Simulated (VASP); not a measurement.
# Sc in VASP: further runs

Sc is run at these levels: PBE; tasks: single point.

All numbers are computed with VASP 6.6.1; they aren't measurements. Logs are shortened: lines on timing, memory, paths and dates and some standing lists are left out, and cuts for length are marked.

**1. The cell of the first run**

Symmetry: Fm-3m, No. 225, cubic system. The conventional cell has a = 4.615 Å, b = 4.615 Å, c = 4.615 Å, α = 90.00°, β = 90.00°, γ = 90.00°. Sc (site symmetry m-3m) has 12 Sc at 3.26 Å within 4.3 Å.

This isn't the form of Sc at room conditions, which is hcp.

**2. Single point, PBE (24.58 Å³/atom)**

The input, INCAR:

```
PREC = Accurate
ENCUT = 520
EDIFF = 1E-6
ISMEAR = -1
SIGMA = 0.03
LREAL = False
LASPH = True
NELM = 100
ALGO = Normal
ISIF = 2
LWAVE = False
LCHARG = True
GGA = PE
LELF = True
LVHAR = True
NBANDS = 12
```

The input, KPOINTS:

```
regular mesh
0
Gamma
  15 15 15
```

The input, POSCAR:

```
Sc
1.0
    0.0000000000      2.3077279282      2.3077279282
    2.3077279282      0.0000000000      2.3077279282
    2.3077279282      2.3077279282      0.0000000000
Sc
1
Direct
    0.0000000000      0.0000000000      0.0000000000
```

Potentials or basis: VASP PAW PBE potentials, release 64 (Sc_sv).

Command:

```console
> cat potpaw_PBE.64/Sc_sv/POTCAR > POTCAR
> mpirun -np 1 vasp_std > vasp.out
```

OUTCAR:

```text
PREC = Accurate
   ENCUT = 520
   EDIFF = 1E-6
   ISMEAR = -1
   LREAL = False
   LASPH = True
   NELM = 100
   ISIF = 2
   GGA = PE

 ion  position               nearest neighbor table
   1  0.000  0.000  0.000-

  LATTYP: Found a face centered cubic cell.
 ALAT       =     4.6154558564

  Lattice vectors:

 A1 = (   0.0000000000,   2.3077279282,   2.3077279282)
 A2 = (   2.3077279282,   0.0000000000,   2.3077279282)
 A3 = (   2.3077279282,   2.3077279282,   0.0000000000)

Analysis of symmetry for initial positions (statically):
=====================================================================
 Subroutine PRICEL returns:
 Original cell was already a primitive cell.

 Routine SETGRP: Setting up the symmetry group for a
 face centered cubic supercell.

 Subroutine GETGRP returns: Found 48 space group operations
 (whereof 48 operations were pure point group operations)
 out of a pool of 48 trial point group operations.

The static configuration has the point symmetry O_h .

Analysis of symmetry for dynamics (positions and initial velocities):
=====================================================================
 Subroutine PRICEL returns:
 Original cell was already a primitive cell.

 Routine SETGRP: Setting up the symmetry group for a
 face centered cubic supercell.

 Subroutine GETGRP returns: Found 48 space group operations
 (whereof 48 operations were pure point group operations)
 out of a pool of 48 trial point group operations.

The dynamic configuration has the point symmetry O_h .

 Subroutine INISYM returns: Found 48 space group operations
 (whereof 48 operations are pure point group operations),
 and found     1 'primitive' translations

----------------------------------------------------------------------------------------

                                     Primitive cell

  volume of cell :      24.5801

  direct lattice vectors                    reciprocal lattice vectors
     0.000000000  2.307727928  2.307727928    -0.216663322  0.216663322  0.216663322
     2.307727928  0.000000000  2.307727928     0.216663322 -0.216663322  0.216663322
     2.307727928  2.307727928  0.000000000     0.216663322  0.216663322 -0.216663322

  length of vectors
     3.263620134  3.263620134  3.263620134     0.375271882  0.375271882  0.375271882

[... 76 lines left out ...]
   ENCUT  =  520.0 eV  38.22 Ry    6.18 a.u.   6.07  6.07  6.07*2*pi/ulx,y,z
   NELM   =    100;   NELMIN=  2; NELMDL= -5     # of ELM steps
   EDIFF  = 0.1E-05   stopping-criterion for ELM
   LREAL  =      F    real-space projection
   EDIFFG = 0.1E-04   stopping-criterion for IOM
   NSW    =      0    number of steps for IOM
   IBRION =     -1    ionic relax: 0-MD 1-quasi-New 2-CG
   NFREE  =      0    steps in history (QN), initial steepest desc. (CG)
   ISIF   =      2    stress and relaxation
   ISYM   =      2    0-nonsym 1-usesym 2-fastsym
   POTIM  = 0.5000    time-step for ionic-motion
   TEBEG  =    0.0;   TEEND  =   0.0 temperature during run
   PSTRESS=    0.0 pullay stress
   NELECT =      11.0000    total number of electrons
   NUPDOWN=      -1.0000    fix difference up-down
   EMIN   =  10.00;   EMAX   =-10.00  energy-range for DOS
   EFERMI =   0.00;   METHOD = LEGACY
   ISMEAR =    -1;   SIGMA  =   0.03  broadening in eV -4-tet -1-fermi 0-gaus
   EFERMI_NEDOS =   21; number of points for ismear=-14 and -15
   IALGO  =     38    algorithm
   IMIX   =      4    mixing-type and parameters
     AMIX     =   0.40;   BMIX     =  1.00
     AMIX_MAG =   1.60;   BMIX_MAG =  1.00
  volume/ion in A,a.u.               =      24.58       165.87
  Fermi-wavevector in a.u.,A,eV,Ry     =   1.252212  2.366337 21.334403  1.568034
  Thomas-Fermi vector in A             =   2.386123
   LORBIT       =      0    0 simple, 1 ext, 2 COOP (PROOUT), +10 PAW based schemes
   GGA     = PE    functional components
   LHFCALC =     F    Hartree Fock is set to
   AEXX    =    0.0000 exact exchange contribution
   IVDW    =     0    specifies the selected vdW correction
   LEPSILON=     F    determine dielectric tensor
   LRPA    =     F    only Hartree local field effects (RPA)
 non-spin polarized calculation
  energy-cutoff  :      520.00
  volume of cell :       24.58
 maximum number of plane-waves:       680
   NGX = 13   NGY = 13   NGZ = 13

 number of electron      10.9999999 magnetization

 Free energy of the ion-electron system (eV)
  ---------------------------------------------------
  ext. energy  EPLUGINS =         0.00000000
  ---------------------------------------------------
  free energy    TOTEN  =        -6.20324100 eV

  energy without entropy =       -6.19665745  energy(sigma->0) =       -6.19994922

 E-fermi :   3.7583     XC(G=0):  -9.8859

 val. band max:        3.7537828042   @ k =  -0.4000   0.4000   0.2000
 cond. band min:       3.7639565826   @ k =  -0.3333   0.2667   0.0000
 fundamental gap:      0.0101737784
 Fermi energy:         3.7583262729

 k-point     1 :       0.0000    0.0000    0.0000
  band No.  band energies     occupation
      1     -45.6697      2.00000
      2     -24.0850      2.00000
      3     -24.0850      2.00000
      4     -24.0850      2.00000
      5      -1.4392      2.00000
      6       5.3428      0.00000
      7       5.3428      0.00000
      8       5.3428      0.00000
      9       6.7242      0.00000
     10       6.7242      0.00000
     11      16.2745      0.00000
     12      19.6765      0.00000
[... 331 lines left out ...]
 k-point    24 :       0.2000    0.1333    0.0000
  band No.  band energies     occupation
      1     -45.6486      2.00000
      2     -24.1982      2.00000
      3     -24.1206      2.00000
      4     -24.1174      2.00000
      5      -0.4676      2.00000
      6       4.6492      0.00000
      7       5.6819      0.00000
      8       5.7367      0.00000
      9       6.1386      0.00000
     10       6.9308      0.00000
     11      16.4951      0.00000
     12      17.1728      0.00000

 [... further k-points ...]
[... 5 lines left out ...]
  --------------------------------------------------------------------------------------
  -------------------------------------------------------------------------------------
  Total        0.0232677      0.0232677      0.0232677      0.0000000      0.0000000      0.0000000
  in kB        1.5166303      1.5166303      1.5166303      0.0000000      0.0000000      0.0000000
  external PRESSURE =       1.5166303 kB  Pullay stress =       0.0000000 kB

 VOLUME and BASIS-vectors are now :
 -----------------------------------------------------------------------------
  energy-cutoff  :      520.00
  volume of cell :       24.58
      direct lattice vectors                 reciprocal lattice vectors
     0.000000000  2.307727928  2.307727928    -0.216663322  0.216663322  0.216663322
     2.307727928  0.000000000  2.307727928     0.216663322 -0.216663322  0.216663322
     2.307727928  2.307727928  0.000000000     0.216663322  0.216663322 -0.216663322

 POSITION                                       TOTAL-FORCE (eV/Angst)
 -----------------------------------------------------------------------------------
      0.00000      0.00000      0.00000         0.000000      0.000000     -0.000000
 -----------------------------------------------------------------------------------
    total drift:                                0.000000      0.000000     -0.000000

  FREE ENERGIE OF THE ION-ELECTRON SYSTEM (eV)
  ---------------------------------------------------
  free  energy   TOTEN  =        -6.2032409950 eV

  energy  without entropy=       -6.1966574518  energy(sigma->0) =       -6.19994922
```

OSZICAR:

```text
N       E                     dE             d eps       ncg     rms          rms(c)
DAV:   1     0.739983067303E+02    0.73998E+02   -0.51630E+03  2888   0.906E+02
DAV:   2    -0.541884497104E+01   -0.79417E+02   -0.77806E+02  2880   0.283E+02
DAV:   3    -0.686940839277E+01   -0.14506E+01   -0.14282E+01  3832   0.508E+01
DAV:   4    -0.689398529772E+01   -0.24577E-01   -0.24561E-01  3604   0.533E+00
DAV:   5    -0.689434034329E+01   -0.35505E-03   -0.35504E-03  3892   0.591E-01    0.533E+00
DAV:   6    -0.628418671833E+01    0.61015E+00   -0.92051E-01  4324   0.137E+01    0.157E+00
DAV:   7    -0.620802350635E+01    0.76163E-01   -0.18320E-01  4548   0.585E+00    0.595E-01
DAV:   8    -0.620427407223E+01    0.37494E-02   -0.18622E-02  3784   0.198E+00    0.209E-01
DAV:   9    -0.620326917691E+01    0.10049E-02   -0.36572E-03  4312   0.854E-01    0.391E-02
DAV:  10    -0.620324347821E+01    0.25699E-04   -0.15217E-04  4504   0.159E-01    0.110E-02
DAV:  11    -0.620324074391E+01    0.27343E-05   -0.76679E-06  4424   0.402E-02    0.122E-03
DAV:  12    -0.620324099500E+01   -0.25109E-06   -0.65611E-08  1776   0.369E-03
   1 F= -.62032410E+01 E0= -.61999492E+01  d E =-.658354E-02
```

stdout:

```text
POSCAR found type information on POSCAR Sc
 POSCAR found :  1 types and       1 ions
 scaLAPACK will be used
 LDA part: xc-table for (Slater+PW92), standard interpolation
 POSCAR, INCAR and KPOINTS ok, starting setup
 FFT: planning ... GRIDC
 FFT: planning ... GRID_SOFT
 FFT: planning ... GRID
 WAVECAR not read
 entering main loop
```

It took 20 s on 1 thread of Intel Xeon Platinum 8259CL at 2.50GHz (Skylake/Cascade Lake), shared host; peak memory 0.16 GiB.

Results:

```
Free energy            : -6.2032 eV
Pressure               : 0.2 GPa
Band gap on the k mesh : zero (an odd number of electrons rules out a gap without spin polarisation)
```

**3. Single point, PBE**

This run uses another cell than the first one, of 23.41 Å³/atom.

The input, INCAR:

```
PREC     = Accurate       # precision mode
ENCUT    = 520            # plane-wave cutoff, eV
EDIFF    = 1E-6           # SCF threshold, eV
ISMEAR   = -1             # smearing method
SIGMA    = 0.03           # smearing width, eV
LREAL    = False          # projectors in reciprocal space
LASPH    = True           # aspherical terms in the spheres
NELM     = 60             # most SCF steps
ALGO     = Normal         # electronic algorithm
ISIF     = 2              # what is computed and relaxed
LWAVE    = False          # write WAVECAR
LCHARG   = True           # write CHGCAR
GGA      = PE             # functional
LELF     = True           # ELF
LVHAR    = True         
NBANDS   = 12             # bands
```

The input, KPOINTS:

```
Automatic mesh
0
Gamma
  15 15 15
```

The input, POSCAR:

```
Sc
1.0
    0.0000000000      2.2705000000      2.2705000000
    2.2705000000      0.0000000000      2.2705000000
    2.2705000000      2.2705000000      0.0000000000
Sc
1
Direct
    0.0000000000      0.0000000000      0.0000000000
```

Potentials or basis: VASP PAW PBE potentials, release 64 (Sc_sv).

Command:

```console
> cat potpaw_PBE.64/Sc_sv/POTCAR > POTCAR
> mpirun -np 1 vasp_std > vasp.out
```

OUTCAR:

```text
PREC = Accurate
   ENCUT = 520
   EDIFF = 1E-6
   ISMEAR = -1
   LREAL = False
   LASPH = True
   NELM = 60
   ISIF = 2
   GGA = PE

 ion  position               nearest neighbor table
   1  0.000  0.000  0.000-

  LATTYP: Found a face centered cubic cell.
 ALAT       =     4.5410000000

  Lattice vectors:

 A1 = (   0.0000000000,   2.2705000000,   2.2705000000)
 A2 = (   2.2705000000,   0.0000000000,   2.2705000000)
 A3 = (   2.2705000000,   2.2705000000,   0.0000000000)

Analysis of symmetry for initial positions (statically):
=====================================================================
 Subroutine PRICEL returns:
 Original cell was already a primitive cell.

 Routine SETGRP: Setting up the symmetry group for a
 face centered cubic supercell.

 Subroutine GETGRP returns: Found 48 space group operations
 (whereof 48 operations were pure point group operations)
 out of a pool of 48 trial point group operations.

The static configuration has the point symmetry O_h .

Analysis of symmetry for dynamics (positions and initial velocities):
[... 159 lines left out ...]
 cond. band min:       4.0664501554   @ k =  -0.4667   0.1333   0.0000
 fundamental gap:      0.0209723227
 Fermi energy:         4.0549791720

 k-point     1 :       0.0000    0.0000    0.0000
  band No.  band energies     occupation
      1     -45.2429      2.00000
      2     -23.6284      2.00000
      3     -23.6284      2.00000
      4     -23.6284      2.00000
      5      -1.2358      2.00000
      6       5.7056      0.00000
      7       5.7056      0.00000
      8       5.7056      0.00000
      9       7.1810      0.00000
     10       7.1810      0.00000
     11      16.8374      0.00000
     12      20.4410      0.00000
[... 331 lines left out ...]
 k-point    24 :       0.2000    0.1333    0.0000
  band No.  band energies     occupation
      1     -45.2168      2.00000
      2     -23.7625      2.00000
      3     -23.6702      2.00000
      4     -23.6665      2.00000
      5      -0.2233      2.00000
      6       4.9643      0.00000
      7       6.0661      0.00000
      8       6.1264      0.00000
      9       6.5507      0.00000
     10       7.4011      0.00000
     11      17.2417      0.00000
     12      17.8479      0.00000

 [... further k-points ...]
[... 5 lines left out ...]
  --------------------------------------------------------------------------------------
  -------------------------------------------------------------------------------------
  Total        0.4186068      0.4186068      0.4186068      0.0000000      0.0000000     -0.0000000
  in kB       28.6498527     28.6498527     28.6498527      0.0000000      0.0000000     -0.0000000
  external PRESSURE =      28.6498527 kB  Pullay stress =       0.0000000 kB

 VOLUME and BASIS-vectors are now :
 -----------------------------------------------------------------------------
  energy-cutoff  :      520.00
  volume of cell :       23.41
      direct lattice vectors                 reciprocal lattice vectors
     0.000000000  2.270500000  2.270500000    -0.220215811  0.220215811  0.220215811
     2.270500000  0.000000000  2.270500000     0.220215811 -0.220215811  0.220215811
     2.270500000  2.270500000  0.000000000     0.220215811  0.220215811 -0.220215811

 POSITION                                       TOTAL-FORCE (eV/Angst)
 -----------------------------------------------------------------------------------
      0.00000      0.00000      0.00000         0.000000     -0.000000      0.000000
 -----------------------------------------------------------------------------------
    total drift:                                0.000000      0.000000     -0.000000

  FREE ENERGIE OF THE ION-ELECTRON SYSTEM (eV)
  ---------------------------------------------------
  free  energy   TOTEN  =        -6.1920197608 eV

  energy  without entropy=       -6.1861061814  energy(sigma->0) =       -6.18906297
```

OSZICAR:

```text
N       E                     dE             d eps       ncg     rms          rms(c)
DAV:   1     0.726589199572E+02    0.72659E+02   -0.50763E+03  2896   0.897E+02
DAV:   2    -0.544101882329E+01   -0.78100E+02   -0.76565E+02  2884   0.284E+02
DAV:   3    -0.681394702124E+01   -0.13729E+01   -0.13430E+01  3824   0.494E+01
DAV:   4    -0.683563319808E+01   -0.21686E-01   -0.21658E-01  3616   0.487E+00
DAV:   5    -0.683603020340E+01   -0.39701E-03   -0.39698E-03  3876   0.659E-01    0.557E+00
DAV:   6    -0.626749735668E+01    0.56853E+00   -0.85780E-01  4320   0.134E+01    0.166E+00
DAV:   7    -0.619635030490E+01    0.71147E-01   -0.16525E-01  4544   0.564E+00    0.546E-01
DAV:   8    -0.619252951691E+01    0.38208E-02   -0.12993E-02  3528   0.163E+00    0.167E-01
DAV:   9    -0.619203134299E+01    0.49817E-03   -0.20290E-03  4312   0.663E-01    0.324E-02
DAV:  10    -0.619202095548E+01    0.10388E-04   -0.75328E-05  4464   0.111E-01    0.726E-03
DAV:  11    -0.619201951625E+01    0.14392E-05   -0.31909E-06  4456   0.270E-02    0.916E-04
DAV:  12    -0.619201976084E+01   -0.24459E-06   -0.33956E-08  1644   0.266E-03
   1 F= -.61920198E+01 E0= -.61890630E+01  d E =-.591358E-02
```

It took 13 s on 1 thread of Intel Xeon Platinum 8488C (Sapphire Rapids), shared host; peak memory 0.16 GiB.

What came out:

```
Free energy            : -6.1920 eV
Pressure               : 2.9 GPa
Band gap on the k mesh : zero (an odd number of electrons rules out a gap without spin polarisation)
```

**4. Single point, PBE (equal xy, yz and zx shear strains of -1.5 %)**

INCAR, as its differences from that of step 3:

```diff
@@ -2,3 +2,3 @@
 ENCUT    = 520            # plane-wave cutoff, eV
-EDIFF    = 1E-6           # SCF threshold, eV
+EDIFF    = 1E-7           # SCF threshold, eV
 ISMEAR   = -1             # smearing method
@@ -11,6 +11,4 @@
 LWAVE    = False          # write WAVECAR
-LCHARG   = True           # write CHGCAR
+LCHARG   = False          # write CHGCAR
 GGA      = PE             # functional
-LELF     = True           # ELF
-LVHAR    = True         
 NBANDS   = 12             # bands
```

The input, KPOINTS:

```
regular mesh
0
Gamma
  15 15 15
```

The input, POSCAR:

```
Sc
1.0
   -0.0340575000      2.2534712500      2.2534712500
    2.2534712500     -0.0340575000      2.2534712500
    2.2534712500      2.2534712500     -0.0340575000
Sc
1
Direct
    0.0000000000      0.0000000000      0.0000000000
```

Command:

```console
> cat potpaw_PBE.64/Sc_sv/POTCAR > POTCAR
> mpirun -np 1 vasp_std > vasp.out
```

Run time: 34 s. Hardware: 1 thread of Intel Xeon Platinum 8488C (Sapphire Rapids), shared host; peak memory 0.21 GiB.

It converged, with:

```yaml
Free_energy: -6.1900 eV
Pressure: 2.9 GPa
Band_gap_on_the_k_mesh: zero (an odd number of electrons rules out a gap without spin polarisation)
```

Stress tensor (GPa, compression positive):
```
2.92 0.58 0.58
0.58 2.92 0.58
0.58 0.58 2.92
```

Levels at points of the mesh, in eV from the Fermi level:
```
           k point  band 1  band 2  band 3  band 4  band 5  band 6  band 7  band 8  band 9  band 10
(0.00, 0.00, 0.00)  -49.30  -27.69  -27.69  -27.67   -5.29    1.58    1.58    1.79    3.13     3.13
```

Caveat: the cell differs from its parent crystal (equal xy, yz and zx shear strains of -1.5 %).

**5. Single point, PBE (xy shear strain of -2 %)**

The input, INCAR:

```
PREC     = Accurate       # precision mode
ENCUT    = 520            # plane-wave cutoff, eV
EDIFF    = 1E-7           # SCF threshold, eV
ISMEAR   = -1             # smearing method
SIGMA    = 0.03           # smearing width, eV
LREAL    = F              # projectors in reciprocal space
LASPH    = T              # aspherical terms in the spheres
NELM     = 100            # most SCF steps
ALGO     = Normal         # electronic algorithm
ISIF     = 2              # what is computed and relaxed
LWAVE    = F              # write WAVECAR
LCHARG   = F              # write CHGCAR
GGA      = PE             # functional
NBANDS   = 12             # bands
```

The input, KPOINTS:

```
Automatic mesh
0
Gamma
  15 15 15
```

The input, POSCAR:

```
Sc
1.0
   -0.0227050000      2.2705000000      2.2705000000
    2.2705000000     -0.0227050000      2.2705000000
    2.2477950000      2.2477950000      0.0000000000
Sc
1
Direct
    0.0000000000      0.0000000000      0.0000000000
```

Command:

```console
> cat potpaw_PBE.64/Sc_sv/POTCAR > POTCAR
> mpirun -np 1 vasp_std > vasp.out
```

Run time: 50 s. Hardware: 1 thread of Intel Xeon Platinum 8488C (Sapphire Rapids), shared host; peak memory 0.25 GiB.

It converged, with:

```
Free energy            : -6.1909 eV
Pressure               : 2.9 GPa
Band gap on the k mesh : zero (an odd number of electrons rules out a gap without spin polarisation)
```

Stress tensor (GPa, compression positive):
```
2.91 0.74 0.00
0.74 2.91 0.00
0.00 0.00 2.89
```

Levels at points of the mesh, in eV from the Fermi level:
```
           k point  band 3  band 4  band 5  band 6  band 7  band 8
(0.00, 0.00, 0.00)  -27.68  -27.68   -5.29    1.56    1.65    1.74
```

Caveat: the cell differs from its parent crystal (xy shear strain of -2 %).

**6. Summary**

```tsv
cell	gap on the mesh (eV)	pressure (GPa)
a = 3.264 Å, angles 60.0°, 1 atom	none	0.2
a = 3.211 Å, angles 60.0°, 1 atom	none	2.9
a = 3.187 Å, angles 61.0°, 1 atom	none	2.9
a = 3.211, b = 3.211, c = 3.179 Å, angles 60.3, 60.3, 60.7°, 1 atom	none	2.9
```

Alike in all rows: task single point; level PBE; potentials or basis VASP PAW PBE potentials, release 64 (Sc_sv); no spin polarisation; k mesh 15 × 15 × 15; cutoff (eV) 520; smearing fermi-dirac 0.03 eV.

Total energies depend on the potentials used, so only differences within one code and one set of settings carry meaning.
